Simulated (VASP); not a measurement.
Here is a VASP 6.6.1 calculation.

File INCAR:

```
SYSTEM = Al2Ru
PREC = Accurate ; ENCUT = 520
EDIFF = 1E-6 ; ISMEAR = 0
SIGMA = 0.15 ; LREAL = .False.
LASPH = .True. ; NELM = 150
ALGO = Normal ; ISIF = 2
LWAVE = .False. ; LCHARG = .False.
ISPIN = 2 ; MAGMOM = 0 0 1.125
LORBIT = 11 ; NUPDOWN = 1.125
LMAXMIX = 4 ; GGA = PS
NBANDS = 21 ; KPAR = 4
```

KPOINTS

```
regular mesh
0
Gamma
  20 20 20
  0 0 0
```

File POSCAR:

```
Al2Ru
1.0
   -1.5606369534      1.5606369534      4.2110398728
    1.5606369534     -1.5606369534      4.2110398728
    1.5606369534      1.5606369534     -4.2110398728
Al Ru
2 1
Direct
    0.6590805105      0.6590805105      0.0000000000
    0.3409194895      0.3409194895      0.0000000000
    0.0000000000      0.0000000000      0.0000000000
```

Potentials or basis: VASP PAW PBE potentials, release 64 (Al, Ru_pv).

The run is started by

```bash
$ cat potpaw_PBE.64/Al/POTCAR potpaw_PBE.64/Ru_pv/POTCAR > POTCAR
$ mpirun -np 4 vasp_std > vasp.out
```

(1) Estimate the pressure.

(2) Predict the largest force.

## Answers

(1) 4.1 GPa.

(2) 0.229 eV/Å.

Caveat: the stress differs along the axes, from 0 to 6 GPa; the PAW data sets were made with another functional, which shifts forces and pressure a little; the total moment is fixed, so each spin has its own Fermi level and the state may be an excited one.
